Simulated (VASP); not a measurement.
Set up this calculation in VASP 6.6.1, as the native input.

- Task: single point
- Functional: r2SCAN
- Potentials or basis: VASP PAW PBE potentials, release 64 (W_sv, C)
- Cutoff: 520 eV
- k mesh: 23 × 23 × 7
- Occupations: gaussian, width 0.15 eV
- Spin: no spin polarisation
- Dipole correction: no
- Further INCAR settings: ALGO = Normal; EDIFF = 1e-06; NBANDS = 36

Crystal: WC.

```
CELL_PARAMETERS angstrom
-2.91209 0.00000 0.00000
-1.45605 -2.52195 0.00000
0.00000 0.00000 8.20860
ATOMIC_POSITIONS crystal
W 0.00000 0.00000 0.95015
W 0.00000 0.00000 0.25912
W 0.00000 0.00000 0.60464
C 0.66667 0.66667 0.08636
C 0.66667 0.66667 0.43188
C 0.66667 0.66667 0.77739
```

This cell differs from its parent crystal: the distance across one plane changed.

The input as run:

POSCAR

```
WC
1.0
   -2.9120947899      0.0000000000      0.0000000000
   -1.4560473949     -2.5219480663      0.0000000000
    0.0000000000      0.0000000000      8.2085998562
W C
3 3
Direct
    0.0000000000      0.0000000000      0.9501508412
    0.0000000000      0.0000000000      0.2591194834
    0.0000000000      0.0000000000      0.6046351623
    0.6666666667      0.6666666667      0.0863616439
    0.6666666667      0.6666666667      0.4318773228
    0.6666666667      0.6666666667      0.7773930017
```

INCAR.step1

```
  PREC = Accurate
  ENCUT = 520
  ISMEAR = 0
  SIGMA = 0.15
  LREAL = F
  LASPH = T
  NELM = 100
  NBANDS = 36
  GGA = PE
  ALGO = Normal
  EDIFF = 1E-4
  LWAVE = T
  LCHARG = F
```

INCAR.step2

```
  PREC = Accurate
  ENCUT = 520
  EDIFF = 1E-6
  ISMEAR = 0
  SIGMA = 0.15
  LREAL = F
  LASPH = T
  NELM = 100
  ALGO = Normal
  ISIF = 2
  LWAVE = F
  LCHARG = F
  METAGGA = R2SCAN
  LMIXTAU = T
  NBANDS = 36
  ISTART = 1
```

KPOINTS

```
regular mesh
0
Gamma
  23 23 7
```

Potentials or basis: VASP PAW PBE potentials, release 64 (W_sv, C).

The run is started by

```console
$ cat potpaw_PBE.64/W_sv/POTCAR potpaw_PBE.64/C/POTCAR > POTCAR
$ cp INCAR.step1 INCAR
$ mpirun -np 1 vasp_std > vasp.out
$ cp INCAR.step2 INCAR
$ mpirun -np 1 vasp_std > vasp.out
```

It gave:

* Pressure: 25.8 GPa
* Largest force: 8.375 eV/Å
* Band gap on the k mesh: zero (bands 27 and 28 overlap by 0.78 eV)

Caveat: the cell differs from its parent crystal (the distance across one plane changed); the stress differs along the axes, from 14 to 50 GPa; the PAW data sets were made with another functional, which shifts forces and pressure a little; spin-orbit coupling is left out, which moves the levels of the heavy elements.

Wall time 73 min on 1 thread of Oxide Virtual Turin-like Processor, with other jobs on the host, peak memory 0.62 GiB.
